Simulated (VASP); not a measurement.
Se, 6 atoms in the cell. Symmetry: R-3, No. 148, trigonal system. Conventional cell: a = 11.135 Å, b = 11.135 Å, c = 4.429 Å, α = 90.00°, β = 90.00°, γ = 120.00°. Se (site symmetry 1) has 2 Se at 2.32 Å within 3.1 Å.  This cell differs from its parent crystal: equal xx and yy strain of -2 %.

| Property | Result |
| --- | --- |
| Program | VASP 6.6.1 |
| Task | single point |
| Functional | PBEsol |
| Potentials or basis | VASP PAW PBE potentials, release 64 (Se) |
| Cutoff | 520 eV |
| k mesh | 6 × 6 × 6 |
| Occupations | fermi-dirac, width 0.01 eV |
| Spin | no spin polarisation |
| Dipole correction | no |
| Further INCAR settings | ALGO = Normal; EDIFF = 1e-06; NBANDS = 27 |

Potentials or basis: VASP PAW PBE potentials, release 64 (Se).

Launch:

```bash
$ cat potpaw_PBE.64/Se/POTCAR > POTCAR
$ mpirun -np 1 vasp_std > vasp.out
```

Hardware: 1 thread of AMD EPYC 7R13, with other jobs on the host.

How long does it take, and how much memory?

Wall time 7.8 min on 1 thread of AMD EPYC 7R13, on a shared host, peak memory 0.36 GiB. Counts: scf iterations 12, k points 40.
